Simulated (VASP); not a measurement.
Crystal: Sn.

```xyz
1
Lattice="-1.7265 1.7755 2.3383 1.7265 -1.7755 2.3383 1.7265 1.7755 -2.3383" Properties=species:S:1:pos:R:3 pbc="T T T"
Sn    0.0000    0.0000    0.0000
```

Base run:

| Property | Result |
| --- | --- |
| Program | VASP 6.6.1 |
| Functional | BLYP |
| Potentials or basis | VASP PAW PBE potentials, release 64 (Sn_d) |
| Cutoff | 520 eV |
| k mesh | 11 × 11 × 11 |
| Occupations | fermi-dirac, width 0.1 eV |
| Spin | no spin polarisation |

Its results: band gap on the k mesh zero (band 7 reaches 14.79 eV, above the bottom of band 8 at 6.31 eV); pressure 3.1 GPa.

Task: The run is repeated on the same cell with these changes: functional from BLYP to LDA; potentials or basis from VASP PAW PBE potentials, release 64 (Sn_d) to VASP PAW LDA potentials, release 64 (Sn_d). What comes out?

Result: Band gap on the k mesh zero (band 7 reaches 14.15 eV, above the bottom of band 8 at 5.49 eV); pressure -4.7 GPa.

Caveats: spin-orbit coupling is left out, which moves the levels of the heavy elements; the PAW data sets were made with another functional, which shifts forces and pressure a little (some runs).
